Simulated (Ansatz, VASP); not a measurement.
# TaIn2 in VASP and in Ansatz

```xyz
3
Lattice="0.0000 3.3665 3.3665 3.3665 0.0000 3.3665 3.3665 3.3665 0.0000" Properties=species:S:1:pos:R:3 pbc="T T T"
Ta    0.0000    0.0000    0.0000
In    1.6833    1.6833    1.6833
In    5.0498    5.0498    5.0498
```

Alike in both runs: functional PBE; k mesh 6 × 6 × 6; occupations gaussian, width 0.1 eV; no spin polarisation.

Ansatz relaxed the structure, and its values are those at the end. VASP's run is a single point on that final structure, the one shown.

|  | VASP | Ansatz |
| --- | --- | --- |
| version | VASP 6.6.1 | Ansatz 0.2.0 |
| potentials or method | VASP PAW PBE potentials, release 64 (Ta_pv, In_d), cutoff 520 eV | scalar-relativistic, plane waves, PAW |
| valence electrons in the cell | 37 | 39 |

```csv
,VASP,Ansatz,Ansatz less VASP
gap on the k mesh at the Fermi level (eV),none,none,-
pressure (GPa),0.0,0.0,+0.03
```

A gap of «none» marks a metal or a gap that the smearing closes. VASP's potentials hold 37 valence electrons a cell and Ansatz's 39, so a difference there can come from the potentials and not from the codes.

Neither program's run includes spin-orbit coupling.
